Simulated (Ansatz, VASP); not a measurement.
# B2N: VASP beside Ansatz

File INCAR:

```
SYSTEM = B2N
ALGO = Normal
EDIFF = 1E-6
EDIFFG = -0.04
ENCUT = 600
GGA = PE
IBRION = 2
ISIF = 3
ISMEAR = 0
LASPH = .True.
LCHARG = .False.
LREAL = .False.
LWAVE = .False.
NELM = 60
NSW = 90
PREC = Accurate
SIGMA = 0.1
```

File KPOINTS:

```
k-points
0
Gamma
  10 10 10
  0 0 0
```

The input POSCAR:

```
B2N
1.0
   -1.1894541867      1.1894541867      3.8701528782
    1.1894541867     -1.1894541867      3.8701528782
    1.1894541867      1.1894541867     -3.8701528782
B N
2 1
Direct
    0.3400000000      0.3400000000      0.0000000000
    0.6600000000      0.6600000000      0.0000000000
    0.0000000000      0.0000000000      0.0000000000
```

Input for Ansatz:

```yaml
crystal:
  lattice:
    - [-1.1894541867, 1.1894541867, 3.8701528782]
    - [1.1894541867, -1.1894541867, 3.8701528782]
    - [1.1894541867, 1.1894541867, -3.8701528782]
  atoms:
    - { symbol: B, position: [0.34, 0.34, 0.0] }
    - { symbol: B, position: [0.66, 0.66, 0.0] }
    - { symbol: "N", position: [0.0, 0.0, 0.0] }
basis:
  ecutwfc: 420
kpoints:
  mp_grid: { grid: [10, 10, 10] }
hamiltonian:
  xc: pbe
scf:
  occupations: { method: gaussian, width: 0.1 }
  lower_state_search: "off"
output:
  forces: true
  stress: true
  eigenvalues: true
relax:
  adjacent_minimum: "off"
  f_tol: 0.04
  max_steps: 70
  cell: { stress_tol: 0.4 }
```

Alike in both runs: task relaxation of cell and atoms; functional PBE; k mesh 10 × 10 × 10; occupations gaussian, width 0.1 eV; no spin polarisation.

|  | VASP | Ansatz |
| --- | --- | --- |
| version | VASP 6.6.1 | Ansatz 0.2.0 |
| potentials or method | VASP PAW PBE potentials, release 64 (B, N), cutoff 600 eV | scalar-relativistic, plane waves, PAW |
| valence electrons in the cell | 11 | 11 |

VASP gave:

| Item | Value |
| --- | --- |
| gap on the k mesh at the Fermi level, each at its own relaxed structure (eV) | none |
| relaxed volume (Å³/atom) | 6.56 |
| relaxed length of the cell vector where the two differ most in proportion (Å) | 4.051 |

Problem. Which values does Ansatz return?

Solution. gap on the k mesh at the Fermi level, each at its own relaxed structure (eV): none; relaxed volume (Å³/atom): 6.57; relaxed length of the cell vector where the two differ most in proportion (Å): 4.052.

A gap of «none» marks a metal or a gap that the smearing closes.

The k mesh is coarse, so the values compare programs but aren't converged.
